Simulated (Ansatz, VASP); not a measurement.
**HfO2: VASP beside Ansatz**

```xyz
3
Lattice="0.0000 2.5491 2.5491 2.5491 0.0000 2.5491 2.5491 2.5491 0.0000" Properties=species:S:1:pos:R:3 pbc="T T T"
Hf    0.0000    0.0000    0.0000
O     1.2745    1.2745    1.2745
O     3.8236    3.8236    3.8236
```

Alike in both runs: functional PBE; k mesh 8 × 8 × 8; occupations gaussian, width 0.02 eV; no spin polarisation.

Ansatz relaxed the structure, and its values are those at the end. VASP's run is a single point on that final structure, the one shown.

|  | VASP | Ansatz |
| --- | --- | --- |
| version | VASP 6.6.1 | Ansatz 0.2.0 |
| potentials or method | VASP PAW PBE potentials, release 64 (Hf_pv, O), cutoff 520 eV | scalar-relativistic, plane waves, PAW |
| valence electrons in the cell | 22 | 38 |

|  | VASP | Ansatz | Ansatz less VASP |
| --- | --- | --- | --- |
| gap on the k mesh at the Fermi level (eV) | 3.76 | 3.75 | -0.010 |
| least direct gap on the mesh (eV) | 3.76 | 3.75 | -0.010 |
| pressure (GPa) | -3.7 | 0.0 | +3.70 |

VASP's potentials hold 22 valence electrons a cell and Ansatz's 38, so a difference there can come from the potentials and not from the codes.

Neither program's run includes spin-orbit coupling.
